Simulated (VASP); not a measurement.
# Ag (P6_3/mmc) in VASP: further runs, part 2 of 2

VASP 6.6.1. Earlier steps stand in the parts before.

### 3 Single point, PBEsol (strain -0.030 along x and y, +0.030 along z)

The input, INCAR:

```
SYSTEM = Ag
PREC = Accurate ; ENCUT = 520
EDIFF = 1E-7 ; ISMEAR = 0
SIGMA = 0.15 ; LREAL = .FALSE.
LASPH = .TRUE. ; NELM = 80
ALGO = Fast ; ISIF = 2
LWAVE = .FALSE. ; LCHARG = .FALSE.
GGA = PS ; NBANDS = 30
```

The input, KPOINTS:

```
Automatic mesh
0
G
  18 18 6
  0 0 0
```

The input, POSCAR:

```
Ag
1.0
    2.7848245782      0.0000000000      0.0000000000
   -1.3924122891      2.4117288298      0.0000000000
    0.0000000000      0.0000000000      9.6182006507
Ag
4
Direct
    0.3333333333      0.6666666667      0.2500000000
    0.6666666667      0.3333333333      0.7500000000
    0.0000000000      0.0000000000      0.0000000000
    0.0000000000      0.0000000000      0.5000000000
```

Potentials or basis: VASP PAW PBE potentials, release 64 (Ag).

Launch:

```bash
$ cat potpaw_PBE.64/Ag/POTCAR > POTCAR
$ mpirun -np 1 vasp_std > vasp.out
```

OUTCAR:

```text
SYSTEM = Ag
   PREC = Accurate
   ENCUT = 520
   EDIFF = 1E-7
   ISMEAR = 0
   LREAL = .FALSE.
   LASPH = .TRUE.
   NELM = 80
   ISIF = 2
   GGA = PS

 ion  position               nearest neighbor table
   1  0.333  0.667  0.250-   3 2.89   4 2.89   3 2.89   4 2.89   3 2.89   4 2.89
   2  0.667  0.333  0.750-   3 2.89   4 2.89   3 2.89   4 2.89   3 2.89   4 2.89
   3  0.000  0.000  0.000-   1 2.89   2 2.89   1 2.89   2 2.89   2 2.89   1 2.89
   4  0.000  0.000  0.500-   1 2.89   2 2.89   1 2.89   2 2.89   2 2.89   1 2.89

  LATTYP: Found a hexagonal cell.
 ALAT       =     2.7848245782
 C/A-ratio  =     3.4537904922

  Lattice vectors:

 A1 = (   2.7848245782,   0.0000000000,   0.0000000000)
 A2 = (  -1.3924122891,   2.4117288298,   0.0000000000)
 A3 = (   0.0000000000,   0.0000000000,   9.6182006507)

Analysis of symmetry for initial positions (statically):
=====================================================================
 Subroutine PRICEL returns:
 Original cell was already a primitive cell.

 Routine SETGRP: Setting up the symmetry group for a
 hexagonal supercell.

 Subroutine GETGRP returns: Found 24 space group operations
 (whereof 12 operations were pure point group operations)
 out of a pool of 24 trial point group operations.

The static configuration has the point symmetry D_3d.
 The point group associated with its full space group is D_6h.

Analysis of symmetry for dynamics (positions and initial velocities):
=====================================================================
 Subroutine PRICEL returns:
 Original cell was already a primitive cell.

 Routine SETGRP: Setting up the symmetry group for a
 hexagonal supercell.

 Subroutine GETGRP returns: Found 24 space group operations
 (whereof 12 operations were pure point group operations)
 out of a pool of 24 trial point group operations.

The dynamic configuration has the point symmetry D_3d.
 The point group associated with its full space group is D_6h.

 Subroutine INISYM returns: Found 24 space group operations
[... 122 lines left out ...]
  volume/ion in A,a.u.               =      16.15       108.98
  Fermi-wavevector in a.u.,A,eV,Ry     =   1.440408  2.721977 28.229050  2.074777
  Thomas-Fermi vector in A             =   2.559156
   LORBIT       =      0    0 simple, 1 ext, 2 COOP (PROOUT), +10 PAW based schemes
   GGA     = PS    functional components
   LHFCALC =     F    Hartree Fock is set to
   AEXX    =    0.0000 exact exchange contribution
   IVDW    =     0    specifies the selected vdW correction
   LEPSILON=     F    determine dielectric tensor
   LRPA    =     F    only Hartree local field effects (RPA)
 non-spin polarized calculation
 RMM-DIIS sequential band-by-band and
 Gauss-broadening in eV      SIGMA  =   0.15
  energy-cutoff  :      520.00
  volume of cell :       64.60
 maximum number of plane-waves:      1758
 NGX is ok and might be reduce to    24
   NGX = 11   NGY = 11   NGZ = 35

 number of electron      43.9999997 magnetization

 Free energy of the ion-electron system (eV)
  ---------------------------------------------------
  ext. energy  EPLUGINS =         0.00000000
  ---------------------------------------------------
  free energy    TOTEN  =       -13.15200760 eV

  energy without entropy =      -13.13722057  energy(sigma->0) =      -13.14461408

 E-fermi :   8.9861     XC(G=0): -12.7364

 val. band max:        8.9801553570   @ k =   0.2222   0.0556   0.5000
 cond. band min:       8.9919367974   @ k =   0.4444   0.0556   0.3333
 fundamental gap:      0.0117814404
 Fermi energy:         8.9860933142

 k-point     1 :       0.0000    0.0000    0.0000
  band No.  band energies     occupation
      1       0.7667      2.00000
      2       2.0670      2.00000
      3       2.0755      2.00000
      4       2.1908      2.00000
      5       3.7690      2.00000
      6       4.0483      2.00000
[... 781 lines left out ...]
     29      18.7911      0.00000
     30      19.3327      0.00000

 [... further k-points ...]

------------------------ aborting loop because EDIFF is reached ----------------------------------------

  FORCE on cell =-STRESS in cart. coord.  units (eV):
  Direction    XX          YY          ZZ          XY          YZ          ZX
  --------------------------------------------------------------------------------------
  -------------------------------------------------------------------------------------
  Total        2.7807376      2.7807376     -0.2715054      0.0000000     -0.0000000      0.0000000
  in kB       68.9684472     68.9684472     -6.7339343      0.0000000     -0.0000000      0.0000000
  external PRESSURE =      43.7343200 kB  Pullay stress =       0.0000000 kB

 VOLUME and BASIS-vectors are now :
 -----------------------------------------------------------------------------
  energy-cutoff  :      520.00
  volume of cell :       64.60
      direct lattice vectors                 reciprocal lattice vectors
     2.784824578  0.000000000  0.000000000     0.359089046  0.207320157  0.000000000
    -1.392412289  2.411728830  0.000000000     0.000000000  0.414640314  0.000000000
     0.000000000  0.000000000  9.618200651     0.000000000  0.000000000  0.103969551

 POSITION                                       TOTAL-FORCE (eV/Angst)
 -----------------------------------------------------------------------------------
     -0.00000      1.60782      2.40455        -0.000000     -0.000000      0.000000
      1.39241      0.80391      7.21365         0.000000      0.000000      0.000000
      0.00000      0.00000      0.00000         0.000000      0.000000      0.000000
      0.00000      0.00000      4.80910        -0.000000      0.000000      0.000000
 -----------------------------------------------------------------------------------
    total drift:                               -0.000000      0.000000      0.000000

  FREE ENERGIE OF THE ION-ELECTRON SYSTEM (eV)
  ---------------------------------------------------
  free  energy   TOTEN  =       -13.1520075958 eV

  energy  without entropy=      -13.1372205717  energy(sigma->0) =      -13.14461408
```

stdout:

```text
POSCAR found type information on POSCAR Ag
 POSCAR found :  1 types and       4 ions
 scaLAPACK will be used
 -----------------------------------------------------------------------------
|                                                                             |
|                                                                             |
|     You enforced a specific xc type in the INCAR file but a different       |
|     I HOPE YOU KNOW WHAT YOU ARE DOING!                                     |
|                                                                             |
 -----------------------------------------------------------------------------

 LDA part: xc-table for (Slater+PW92), standard interpolation
 POSCAR, INCAR and KPOINTS ok, starting setup
 FFT: planning ... GRIDC
 FFT: planning ... GRID_SOFT
 FFT: planning ... GRID
 WAVECAR not read
 entering main loop
```

Run time: 1.9 min. Hardware: 1 thread of Intel Xeon 6975P-C (Granite Rapids), shared host; peak memory 0.34 GiB.

What came out:

| Quantity | Value |
| --- | --- |
| Free energy | -13.1520 eV |
| Pressure | 4.4 GPa |
| Band gap on the k mesh | zero (bands 22 and 23 overlap by 7.04 eV) |

Levels at points of the mesh, in eV from the Fermi level:
| k point | band 19 | band 20 | band 21 | band 22 | band 23 | band 24 | band 25 | band 26 |
| --- | --- | --- | --- | --- | --- | --- | --- | --- |
| (0.00, 0.00, 0.00) | -3.55 | -3.41 | -3.41 | -3.03 | -3.03 | -1.00 | 3.15 | 10.33 |
| (0.50, 0.00, 0.00) | -2.71 | -2.67 | -0.19 | 0.67 | 1.25 | 1.78 | 4.82 | 4.84 |
| (0.00, 0.00, 0.50) | -3.17 | -3.17 | -3.17 | -3.17 | -2.92 | -2.92 | 5.87 | 5.87 |
| (0.50, 0.00, 0.50) | -2.68 | -2.68 | 0.32 | 0.32 | 1.58 | 1.58 | 5.08 | 5.08 |

Caveat: the cell differs from its parent crystal (strain -0.030 along x and y, +0.030 along z); the stress differs along the axes, from -1 to 7 GPa; the PAW data sets were made with another functional, which shifts forces and pressure a little.

The gap in the log of VASP goes by the Fermi energy; the results here count the filled bands.